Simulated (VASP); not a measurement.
Write the native input for VASP 6.6.1 that does the following.

| Property | Result |
| --- | --- |
| Task | relaxation of shape and atoms at fixed volume |
| Functional | PBE |
| Dispersion | D3(BJ) |
| Potentials or basis | VASP PAW PBE potentials, release 64 (Si, N) |
| Cutoff | 600 eV |
| k mesh | 6 × 6 × 8 |
| Occupations | gaussian, width 0.02 eV |
| Spin | no spin polarisation |
| Dipole correction | no |
| Further INCAR settings | ALGO = Normal; EDIFF = 1e-06; IBRION = 2; EDIFFG = -0.01; NSW = 50; ISIF = 4 |

The structure of Si3N4 lies in POSCAR:

```
Si3N4
1.0
    7.2905646316      0.0000000000      0.0000000000
   -3.6452823158      6.3138141790      0.0000000000
    0.0000000000      0.0000000000      2.7981442837
Si N
6 8
Direct
    0.7610582165      0.1675982012      0.3256285714
    0.5934600153      0.7610582165      0.8256285714
    0.8324017988      0.5934600153      0.3256285714
    0.2389417835      0.8324017988      0.8256285714
    0.4065399847      0.2389417835      0.3256285714
    0.1675982012      0.4065399847      0.8256285714
    0.0238244980      0.3282318658      0.3256285714
    0.6955926323      0.0238244980      0.8256285714
    0.6717681342      0.6955926323      0.3256285714
    0.9761755020      0.6717681342      0.8256285714
    0.3044073677      0.9761755020      0.3256285714
    0.3282318658      0.3044073677      0.8256285714
    0.3333333333      0.6666666667     -0.1743714286
    0.6666666667      0.3333333333      0.3256285714
```

The input as run:

INCAR

```
SYSTEM = Si3N4
PREC = Accurate ; ENCUT = 600
EDIFF = 1E-6 ; ISMEAR = 0
SIGMA = 0.02 ; LREAL = .FALSE.
LASPH = .TRUE. ; NELM = 80
ALGO = Normal ; ISIF = 4
LWAVE = .FALSE. ; LCHARG = .FALSE.
GGA = PE ; IVDW = 12
IBRION = 2 ; NSW = 50
EDIFFG = -0.01
```

KPOINTS

```
Automatic mesh
0
G
  6 6 8
  0 0 0
```

Potentials or basis: VASP PAW PBE potentials, release 64 (Si, N).

Run with:

```sh
$ cat potpaw_PBE.64/Si/POTCAR potpaw_PBE.64/N/POTCAR > POTCAR
$ mpirun -np 1 vasp_std > vasp.out
```

It gave:

The energy gained by relaxing is 0.5 meV/atom and the ionic steps are 12. The pressure after relaxing is 38.6 GPa and the largest force after relaxing is 0.007 eV/Å. The band gap on the k mesh is 4.69 eV (least direct gap 4.92 eV). The dispersion energy per atom is -0.292 eV.

Run time: 9.4 min on 1 thread of Intel(R) Xeon(R) 6975P-C (Granite Rapids) (shared host), peak memory 0.42 GiB.
